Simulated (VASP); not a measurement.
# C in VASP: single point with PBE+D3(BJ)

Aim: the single point of C with PBE+D3(BJ).

All numbers are computed with VASP 6.6.1; they aren't measurements. Logs are shortened: lines on timing, memory, paths and dates and some standing lists are left out, and cuts for length are marked.

## (1) The cell of the first run

The cell holds a slab with vacuum, 4 atoms: a = 2.466 Å, b = 2.466 Å, c = 17.500 Å, α = 90.00°, β = 90.00°, γ = 120.00°.

## (2) Single point, PBE+D3(BJ)

INCAR

```
PREC = Accurate ; ENCUT = 520
EDIFF = 1E-6 ; ISMEAR = 0
SIGMA = 0.1 ; LREAL = False
LASPH = True ; NELM = 60
ALGO = Normal ; ISIF = 2
LWAVE = False ; LCHARG = False
LDIPOL = True ; IDIPOL = 3
DIPOL = 0.5 0.5 0.352 ; GGA = PE
IVDW = 12 ; NBANDS = 16
```

KPOINTS

```
Automatic mesh
0
Gamma
  15 15 1
```

POSCAR

```
C
1.0
    2.4657189577      0.0000000000      0.0000000000
   -1.2328594788      2.1353752560      0.0000000000
    0.0000000000      0.0000000000     17.5000000000
C
4
Direct
    0.3333333333      0.6666666667      0.2571428571
    0.6666666667      0.3333333333      0.2571428571
    0.3333333333      0.8333333333      0.4462857143
    0.0000000000      1.1666666667      0.4462857143
```

Potentials or basis: VASP PAW PBE potentials, release 64 (C).

On the command line:

```console
$ cat potpaw_PBE.64/C/POTCAR > POTCAR
$ mpirun -np 1 vasp_std > vasp.out
```

OUTCAR:

```text
PREC = Accurate
   ENCUT = 520
   EDIFF = 1E-6
   ISMEAR = 0
   LREAL = False
   LASPH = True
   NELM = 60
   ISIF = 2
   GGA = PE
   IVDW = 12
 IVDW          = 12

 ion  position               nearest neighbor table
   1  0.333  0.667  0.257-   2 1.42   2 1.42   2 1.42
   2  0.667  0.333  0.257-   1 1.42   1 1.42   1 1.42
   3  0.333  0.833  0.446-   4 1.42   4 1.42   4 1.42
   4  0.000  0.167  0.446-   3 1.42   3 1.42   3 1.42

  LATTYP: Found a hexagonal cell.
 ALAT       =     2.4657189577
 C/A-ratio  =     7.0973214305

  Lattice vectors:

 A1 = (   2.4657189577,   0.0000000000,   0.0000000000)
 A2 = (  -1.2328594788,   2.1353752560,   0.0000000000)
 A3 = (   0.0000000000,   0.0000000000,  17.5000000000)

Analysis of symmetry for initial positions (statically):
=====================================================================
 Subroutine PRICEL returns:
 Original cell was already a primitive cell.

 Routine SETGRP: Setting up the symmetry group for a
 hexagonal supercell.

 Subroutine GETGRP returns: Found  2 space group operations
 (whereof  1 operations were pure point group operations)
 out of a pool of 24 trial point group operations.

The static configuration has the point symmetry C_1 .
 The point group associated with its full space group is S_2 .

Analysis of symmetry for dynamics (positions and initial velocities):
=====================================================================
 Subroutine PRICEL returns:
 Original cell was already a primitive cell.

 Routine SETGRP: Setting up the symmetry group for a
 hexagonal supercell.

 Subroutine GETGRP returns: Found  2 space group operations
 (whereof  1 operations were pure point group operations)
 out of a pool of 24 trial point group operations.

The dynamic configuration has the point symmetry C_1 .
 The point group associated with its full space group is S_2 .

 Subroutine INISYM returns: Found  2 space group operations
 (whereof  1 operations are pure point group operations),
 and found     1 'primitive' translations

----------------------------------------------------------------------------------------

                                     Primitive cell

  volume of cell :      92.1416

  direct lattice vectors                    reciprocal lattice vectors
     2.465718958  0.000000000  0.000000000     0.405561225  0.234150882  0.000000000
    -1.232859479  2.135375256  0.000000000     0.000000000  0.468301764  0.000000000
     0.000000000  0.000000000 17.500000000     0.000000000  0.000000000  0.057142857

  length of vectors
     2.465718958  2.465718958 17.500000000     0.468301764  0.468301764  0.057142857

  position of ions in fractional coordinates (direct lattice)
     0.333333333  0.666666667  0.257142857
     0.666666667  0.333333333  0.257142857
     0.333333333  0.833333333  0.446285714
     1.000000000  0.166666667  0.446285714

  ion indices of the primitive-cell ions
   primitive index   ion index
                 1           1
                 2           2
                 3           3
                 4           4

----------------------------------------------------------------------------------------

 KPOINTS: Automatic mesh

Automatic generation of k-mesh.
 Grid dimensions read from file:
 generate k-points for:   15   15    1

 Generating k-lattice:

  Cartesian coordinates                     Fractional coordinates (reciprocal lattice)
     0.027037415  0.015610059  0.000000000     0.066666667  0.000000000  0.000000000
     0.000000000  0.031220118  0.000000000     0.000000000  0.066666667  0.000000000
     0.000000000  0.000000000  0.057142857     0.000000000  0.000000000  1.000000000

  Length of vectors
     0.031220118  0.031220118  0.057142857

  Shift w.r.t. Gamma in fractional coordinates (k-lattice)
     0.000000000  0.000000000  0.000000000

 Subroutine IBZKPT returns following result:
 ===========================================

 Found    113 irreducible k-points:

 Following reciprocal coordinates:
            Coordinates               Weight
  0.000000  0.000000  0.000000      1.000000
  0.066667  0.000000  0.000000      2.000000
  0.000000  0.066667  0.000000      2.000000
 -0.066667  0.066667  0.000000      2.000000
  0.133333  0.000000  0.000000      2.000000
  0.000000  0.133333  0.000000      2.000000
[... 16 lines left out ...]
  0.066667  0.066667  0.000000      2.000000
 -0.066667  0.133333  0.000000      2.000000
 [... further k-points ...]
   k-points           NKPTS =    113   k-points in BZ     NKDIM =    113   number of bands    NBANDS=     16
   number of dos      NEDOS =    301   number of ions     NIONS =      4
   total plane-waves  NPLWV =  45360
   dimension x,y,z NGX =    18 NGY =   18 NGZ =  140
   dimension x,y,z NGXF=    36 NGYF=   36 NGZF=  280
   ions per type =               4
   NGX,Y,Z   is equivalent  to a cutoff of  12.14, 12.14, 13.30 a.u.
   NGXF,Y,Z  is equivalent  to a cutoff of  24.27, 24.27, 26.60 a.u.
 SYSTEM =  unknown system
   PREC   = accura    normal or accurate (medium, high low for compatibility)
   ISTART =      0    job   : 0-new  1-cont  2-samecut
   ICHARG =      2    charge: 1-file 2-atom 10-const
   ISPIN  =      1    spin polarized calculation?
   LNONCOLLINEAR =      F non collinear calculations
   LSORBIT =      F    spin-orbit coupling
   LASPH  =      T    aspherical Exc in radial PAW
   ENCUT  =  520.0 eV  38.22 Ry    6.18 a.u.   4.58  4.58 32.54*2*pi/ulx,y,z
   NELM   =     60;   NELMIN=  2; NELMDL= -5     # of ELM steps
   EDIFF  = 0.1E-05   stopping-criterion for ELM
   LREAL  =      F    real-space projection
[... 7 lines left out ...]
   TEBEG  =    0.0;   TEEND  =   0.0 temperature during run
   PSTRESS=    0.0 pullay stress
   NELECT =      16.0000    total number of electrons
   NUPDOWN=      -1.0000    fix difference up-down
   EMIN   =  10.00;   EMAX   =-10.00  energy-range for DOS
   EFERMI =   0.00;   METHOD = LEGACY
   ISMEAR =     0;   SIGMA  =   0.10  broadening in eV -4-tet -1-fermi 0-gaus
   EFERMI_NEDOS =   21; number of points for ismear=-14 and -15
   IALGO  =     38    algorithm
   IMIX   =      4    mixing-type and parameters
     AMIX     =   0.40;   BMIX     =  1.00
     AMIX_MAG =   1.60;   BMIX_MAG =  1.00
  volume/ion in A,a.u.               =      23.04       155.45
  Fermi-wavevector in a.u.,A,eV,Ry     =   0.913334  1.725951 11.349690  0.834179
  Thomas-Fermi vector in A             =   2.037833
   LORBIT       =      0    0 simple, 1 ext, 2 COOP (PROOUT), +10 PAW based schemes
   GGA     = PE    functional components
   LHFCALC =     F    Hartree Fock is set to
   AEXX    =    0.0000 exact exchange contribution
   IVDW    =    12    specifies the selected vdW correction
   LEPSILON=     F    determine dielectric tensor
   LRPA    =     F    only Hartree local field effects (RPA)
 non-spin polarized calculation
 Gauss-broadening in eV      SIGMA  =   0.10
  energy-cutoff  :      520.00
  volume of cell :       92.14
 maximum number of plane-waves:      2521
   NGX =  9   NGY =  9   NGZ = 65

 dipolmoment           0.000000      0.000000      0.000223 electrons x Angstroem

 number of electron      15.9999998 magnetization

 dipolmoment           0.000000      0.000000     -0.000001 electrons x Angstroem

 Free energy of the ion-electron system (eV)
  ---------------------------------------------------
  ext. energy  EPLUGINS =         0.00000000
  ---------------------------------------------------
  free energy    TOTEN  =       -36.86489431 eV

  energy without entropy =      -36.86465859  energy(sigma->0) =      -36.86477645

 E-fermi :  -0.8463     XC(G=0):  -4.4234

 val. band max:       -0.9666154072   @ k =   0.3333   0.3333   0.0000
 cond. band min:      -0.7259392599   @ k =   0.3333   0.3333   0.0000
 fundamental gap:      0.2406761473
 Fermi energy:        -0.8462772176

 k-point     1 :       0.0000    0.0000    0.0000
  band No.  band energies     occupation
      1     -20.4371      2.00000
      2     -20.2697      2.00000
      3      -8.9572      2.00000
      4      -7.9151      2.00000
      5      -3.8766      2.00000
      6      -3.8700      2.00000
[... 8 lines left out ...]
     15       7.4797      0.00000
     16       7.4861      0.00000

 k-point     2 :       0.0667    0.0000    0.0000
  band No.  band energies     occupation
      1     -20.3314      2.00000
      2     -20.1652      2.00000
      3      -8.8300      2.00000
      4      -7.7920      2.00000
      5      -4.3012      2.00000
      6      -4.2852      2.00000
[... 8 lines left out ...]
     15       7.5533      0.00000
     16       7.9268      0.00000

 k-point     3 :       0.0000    0.0667    0.0000
  band No.  band energies     occupation
      1     -20.3314      2.00000
      2     -20.1652      2.00000
      3      -8.8299      2.00000
      4      -7.7921      2.00000
      5      -4.3026      2.00000
      6      -4.2835      2.00000
[... 8 lines left out ...]
     15       7.5605      0.00000
     16       7.9316      0.00000

 k-point     4 :      -0.0667    0.0667    0.0000
  band No.  band energies     occupation
      1     -20.3315      2.00000
      2     -20.1652      2.00000
      3      -8.8301      2.00000
      4      -7.7919      2.00000
      5      -4.2995      2.00000
      6      -4.2871      2.00000
[... 8 lines left out ...]
     15       7.5445      0.00000
     16       7.9124      0.00000
[... 324 lines left out ...]
 k-point    22 :      -0.4667    0.4667    0.0000
  band No.  band energies     occupation
      1     -15.5295      2.00000
      2     -15.4098      2.00000
      3     -13.7156      2.00000
      4     -13.6203      2.00000
      5      -7.2342      2.00000
      6      -7.2067      2.00000
[... 8 lines left out ...]
     15      10.9313      0.00000
     16      11.4193      0.00000

 k-point    23 :       0.0667    0.0667    0.0000
  band No.  band energies     occupation
      1     -20.1206      2.00000
      2     -19.9565      2.00000
      3      -8.5762      2.00000
      4      -7.5473      2.00000
      5      -5.0311      2.00000
      6      -5.0039      2.00000
[... 8 lines left out ...]
     15       7.7533      0.00000
     16       8.5951      0.00000

 k-point    24 :      -0.0667    0.1333    0.0000
  band No.  band energies     occupation
      1     -20.1206      2.00000
      2     -19.9565      2.00000
      3      -8.5765      2.00000
      4      -7.5469      2.00000
      5      -5.0253      2.00000
      6      -5.0105      2.00000
[... 8 lines left out ...]
     15       7.7394      0.00000
     16       8.5934      0.00000

 [... further k-points ...]

------------------------ aborting loop because EDIFF is reached ----------------------------------------

 vacuum level on the upper side and lower side of the slab       (xc-potential included)        -0.133        -0.135

 Edisp (eV)   -0.48400

 E8    (eV) :    -0.1449

  FORCE on cell =-STRESS in cart. coord.  units (eV):
  Direction    XX          YY          ZZ          XY          YZ          ZX
  --------------------------------------------------------------------------------------
  -------------------------------------------------------------------------------------
  Total       0.07888     0.11795     0.10573     0.01588    -0.04124     0.00113
  in kB       1.37153     2.05088     1.83847     0.27616    -0.71710     0.01959
  external pressure =        1.75 kB  Pullay stress =        0.00 kB

 VOLUME and BASIS-vectors are now :
 -----------------------------------------------------------------------------
  energy-cutoff  :      520.00
  volume of cell :       92.14
      direct lattice vectors                 reciprocal lattice vectors
     2.465718958  0.000000000  0.000000000     0.405561225  0.234150882  0.000000000
    -1.232859479  2.135375256  0.000000000     0.000000000  0.468301764  0.000000000
     0.000000000  0.000000000 17.500000000     0.000000000  0.000000000  0.057142857

 POSITION                                       TOTAL-FORCE (eV/Angst)
 -----------------------------------------------------------------------------------
     -0.00000      1.42358      4.50000        -0.001392      0.006723     -0.012994
      1.23286      0.71179      4.50000         0.001047      0.005736     -0.026654
     -0.20548      1.77948      7.81000         0.001392     -0.006723      0.012994
     -0.20548      0.35590      7.81000        -0.001047     -0.005736      0.026654
 -----------------------------------------------------------------------------------
    total drift:                                0.000000     -0.000000     -0.000020

  FREE ENERGIE OF THE ION-ELECTRON SYSTEM (eV)
  ---------------------------------------------------
  free  energy   TOTEN  =       -37.3488912393 eV

  energy  without entropy=      -37.3486555203  energy(sigma->0) =      -37.34877338

 vacuum level on the upper side and lower side of the slab         3.374         3.373
```

It used 490 s of CPU time on 1 thread of AMD EPYC 7R13 Processor (Zen 3), on a shared host.

Results:

```
Free energy                : -37.3489 eV
Largest force              : 0.027 eV/Å
Band gap on the k mesh     : 0.24 eV, direct
Dispersion energy per atom : -0.121 eV
```

Forces in eV/Å, atoms in the order of the input:
```
C   -0.001  0.007 -0.013
C    0.001  0.006 -0.027
C    0.001 -0.007  0.013
C   -0.001 -0.006  0.027
```

Levels at points of the mesh, in eV from the valence-band top:
| k point | band 6 | band 7 | band 8 | band 9 | band 10 | band 11 |
| --- | --- | --- | --- | --- | --- | --- |
| (0.00, 0.00, 0.00) | -2.90 | -2.90 | -2.89 | 3.56 | 4.00 | 4.92 |
